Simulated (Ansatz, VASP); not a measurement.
# F in VASP and in Ansatz

File INCAR:

```
SYSTEM = F
ALGO = Normal
EDIFF = 1E-6
ENCUT = 520
GGA = PE
ISIF = 2
ISMEAR = -1
LASPH = .True.
LCHARG = .False.
LREAL = .False.
LWAVE = .False.
NBANDS = 10
NELM = 80
PREC = Accurate
SIGMA = 0.05
```

Contents of KPOINTS:

```
k-points
0
Gamma
  16 16 16
  0 0 0
```

The input POSCAR:

```
F
1.0
    0.0000000000      1.7286607873      1.7286607873
    1.7286607873      0.0000000000      1.7286607873
    1.7286607873      1.7286607873      0.0000000000
F
1
Direct
    0.0000000000      0.0000000000      0.0000000000
```

Input for Ansatz:

```yaml
crystal:
  lattice:
    - [0.0, 1.7286607873, 1.7286607873]
    - [1.7286607873, 0.0, 1.7286607873]
    - [1.7286607873, 1.7286607873, 0.0]
  atoms:
    - { symbol: F, position: [0.0, 0.0, 0.0] }
kpoints:
  mp_grid: { grid: [16, 16, 16] }
scf:
  occupations: { method: fermi_dirac, width: 0.05 }
hamiltonian:
  xc: pbe
  pseudopotentials: { kind: all_electron, lapw: { basis_error: 0.0005 } }
output:
  forces: true
  stress: true
  eigenvalues: true
```

Change from the starting cell: volume scaled by 1.02.

Alike in both runs: task single point; functional PBE; k mesh 16 × 16 × 16; occupations fermi-dirac, width 0.05 eV; no spin polarisation.

|  | VASP | Ansatz |
| --- | --- | --- |
| version | VASP 6.6.1 | Ansatz 0.2.0 |
| potentials or method | VASP PAW PBE potentials, release 64 (F), cutoff 520 eV | all-electron LAPW, scalar-relativistic |

|  | VASP | Ansatz | Ansatz less VASP |
| --- | --- | --- | --- |
| pressure (GPa) | -1.6 | -1.0 | +0.57 |

Ansatz ran all-electron here, and VASP with PAW potentials.
